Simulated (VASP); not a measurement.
Crystal: LiCl.

```xyz
2
Lattice="0.0000 2.5648 2.5648 2.5648 0.0000 2.5648 2.5648 2.5648 0.0000" Properties=species:S:1:pos:R:3 pbc="T T T"
Cl    2.5648    2.5648    2.5648
Li    0.0000    0.0000    0.0000
```

Base run:

* Program: VASP 6.6.1
* Functional: HSE06
* Potentials or basis: VASP PAW PBE potentials, release 64 (Cl, Li_sv)
* Cutoff: 520 eV
* k mesh: 6 × 6 × 6
* Occupations: fermi-dirac, width 0.05 eV
* Spin: no spin polarisation

Its results: band gap on the k mesh 7.73 eV.

Problem. The run is repeated on the same cell with these changes: functional from HSE06 to PBE0. What comes out?

Solution. Band gap on the k mesh 8.46 eV.

A k mesh can miss the band edges.
